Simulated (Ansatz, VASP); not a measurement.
## CsCdCl3 in VASP and in Ansatz

```xyz
5
Lattice="5.1220 0.0000 0.0000 0.0000 5.1220 0.0000 0.0000 0.0000 5.2780" Properties=species:S:1:pos:R:3 pbc="T T T"
Cs    0.0000    0.0000    0.0000
Cd    2.5610    2.5610    2.6390
Cl    0.0000    2.5610    2.6390
Cl    2.5610    0.0000    2.6390
Cl    2.5610    2.5610    0.0000
```

Change from the starting cell: strain -0.015 along x and y, +0.015 along z, atoms carried along.

Alike in both runs: task single point; functional LDA; k mesh 6 × 6 × 6; occupations gaussian, width 0.05 eV; no spin polarisation.

|  | VASP | Ansatz |
| --- | --- | --- |
| version | VASP 6.6.1 | Ansatz 0.2.0 |
| potentials or method | VASP PAW LDA potentials, release 64 (Cs_sv, Cd, Cl), cutoff 520 eV | scalar-relativistic, plane waves, PAW |
| valence electrons in the cell | 42 | 50 |

```tsv
	VASP	Ansatz	Ansatz less VASP
gap on the k mesh at the Fermi level (eV)	1.50	1.47	-0.028
least direct gap on the mesh (eV)	2.19	2.17	-0.022
pressure (GPa)	-1.1	-1.3	-0.24
traceless stress, the component that is largest in VASP (GPa)	-0.89	-0.85	+0.045
```

LDA's correlation is that of Perdew and Zunger in VASP and of Perdew and Wang (1992) in Ansatz. VASP's potentials hold 42 valence electrons a cell and Ansatz's 50, so a difference there can come from the potentials and not from the codes.

Spin-orbit coupling is off throughout.
